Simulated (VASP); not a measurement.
Write the native input for VASP 6.6.1 that does the following.

| Property | Result |
| --- | --- |
| Task | relaxation of cell and atoms |
| Functional | PBEsol |
| Potentials or basis | VASP PAW PBE potentials, release 64 (Cu) |
| Cutoff | 600 eV |
| k mesh | 20 × 20 × 20 |
| Occupations | gaussian, width 0.1 eV |
| Spin | no spin polarisation |
| Dipole correction | no |
| Further INCAR settings | ALGO = Fast; EDIFF = 1e-06; IBRION = 2; EDIFFG = -0.002; NSW = 100; ISIF = 3 |

The structure of Cu lies in POSCAR:

```
Cu
1.0
    0.0000000000      1.7818426868      1.7818426868
    1.7818426868      0.0000000000      1.7818426868
    1.7818426868      1.7818426868      0.0000000000
Cu
1
Direct
    0.0000000000      0.0000000000      0.0000000000
```

The input as run:

INCAR

```
SYSTEM = Cu
  PREC = Accurate
  ENCUT = 600
  EDIFF = 1E-6
  ISMEAR = 0
  SIGMA = 0.1
  LREAL = .False.
  LASPH = .True.
  NELM = 60
  ALGO = Fast
  ISIF = 3
  LWAVE = .False.
  LCHARG = .False.
  GGA = PS
  IBRION = 2
  NSW = 100
  EDIFFG = -0.002
```

KPOINTS

```
regular mesh
0
Gamma
  20 20 20
  0 0 0
```

Potentials or basis: VASP PAW PBE potentials, release 64 (Cu).

The run is started by

```console
$ cat potpaw_PBE.64/Cu/POTCAR > POTCAR
$ mpirun -np 1 vasp_std > vasp.out
```

Results of the run:

* Relaxed volume: 11.37 Å³/atom
* Relaxed cell: a = 2.524 Å, b = 2.524 Å, c = 2.524 Å, α = 60.00°, β = 60.00°, γ = 60.00°
* Space group after relaxing (to 0.05 Å): Fm-3m (No. 225)
* Energy gained by relaxing: 0.1 meV/atom
* Ionic steps: 11
* Pressure after relaxing: 0.0 GPa

Caveat: the PAW data sets were made with another functional, which shifts forces and pressure a little.

Wall time 71 s on 1 thread of Intel(R) Xeon(R) Platinum 8375C CPU @ 2.90GHz (Ice Lake), with other jobs on the host, peak memory 0.15 GiB.
